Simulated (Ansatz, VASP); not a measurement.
## ZnO in VASP and in Ansatz

```
Zn O
1.0
     3.14830    0.00000    0.00000
    -1.57415    2.72650    0.00000
     0.00000    0.00000    5.08141
Zn O
2 2
Direct
  0.33333 0.66667 0.00150
  0.66667 0.33333 0.50150
  0.33333 0.66667 0.38060
  0.66667 0.33333 0.88060
```

Change from the starting cell: strain -0.040 along x and y, -0.040 along z, atoms carried along.

Alike in both runs: task single point; functional PBE; k mesh 12 × 12 × 6; occupations gaussian, width 0.05 eV; no spin polarisation.

|  | VASP | Ansatz |
| --- | --- | --- |
| version | VASP 6.6.1 | Ansatz 0.2.0 |
| potentials or method | VASP PAW PBE potentials, release 64 (Zn, O), cutoff 520 eV | scalar-relativistic, plane waves, PAW |
| valence electrons in the cell | 36 | 36 |

```tsv
	VASP	Ansatz	Ansatz less VASP
gap on the k mesh at the Fermi level (eV)	0.90	0.92	+0.011
least direct gap on the mesh (eV)	0.90	0.92	+0.011
pressure (GPa)	22.3	20.7	-1.55
traceless stress, the component that is largest in VASP (GPa)	-0.13	-0.12	+0.012
rms of the force components (eV/Å)	0.006	0.005	-0.0010
```

Atom by atom the forces differ by 0.001 eV/Å (rms over components).
